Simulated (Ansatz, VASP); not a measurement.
NaF in VASP and in Ansatz

The input INCAR:

```
SYSTEM = NaF
PREC = Accurate
ENCUT = 520
EDIFF = 1E-6
ISMEAR = 0
SIGMA = 0.05
LREAL = .FALSE.
LASPH = .TRUE.
NELM = 80
ALGO = Normal
ISIF = 2
LWAVE = .FALSE.
LCHARG = .FALSE.
GGA = PS
NBANDS = 14
```

Contents of KPOINTS:

```
Automatic mesh
0
G
  8 8 8
  0 0 0
```

Contents of POSCAR:

```
NaF
1.0
    0.0000000000      2.3581495000      2.3581495000
    2.3581495000      0.0000000000      2.3581495000
    2.3581495000      2.3581495000      0.0000000000
Na F
1 1
Direct
    0.0000000000      0.0000000000      0.0000000000
    0.5000000000      0.5000000000      0.5000000000
```

Input for Ansatz:

```yaml
crystal:
  lattice:
    - [0.0, 2.3581495, 2.3581495]
    - [2.3581495, 0.0, 2.3581495]
    - [2.3581495, 2.3581495, 0.0]
  atoms:
    - { symbol: Na, position: [0.0, 0.0, 0.0] }
    - { symbol: F, position: [0.5, 0.5, 0.5] }
basis:
  ecutwfc: 420
kpoints:
  mp_grid: { grid: [8, 8, 8] }
hamiltonian:
  xc: pbesol
scf:
  occupations: { method: gaussian, width: 0.05 }
output:
  forces: true
  stress: true
  eigenvalues: true
```

Change from the starting cell: strain +0.015 along x and y, +0.015 along z, atoms carried along.

Alike in both runs: task single point; functional PBEsol; k mesh 8 × 8 × 8; occupations gaussian, width 0.05 eV; no spin polarisation.

|  | VASP | Ansatz |
| --- | --- | --- |
| version | VASP 6.6.1 | Ansatz 0.2.0 |
| potentials or method | VASP PAW PBE potentials, release 64 (Na_pv, F), cutoff 520 eV | scalar-relativistic, plane waves, PAW |
| valence electrons in the cell | 14 | 16 |

VASP gave:

| Quantity | Value |
| --- | --- |
| gap on the k mesh at the Fermi level (eV) | 5.90 |
| least direct gap on the mesh (eV) | 5.90 |
| pressure (GPa) | -2.5 |

Question: Estimate Ansatz's values.

Answer: gap on the k mesh at the Fermi level (eV): 5.92; least direct gap on the mesh (eV): 5.92; pressure (GPa): -2.4.

VASP's potentials were made for PBE, not for PBEsol. VASP's potentials hold 14 valence electrons a cell and Ansatz's 16, so a difference there can come from the potentials and not from the codes.
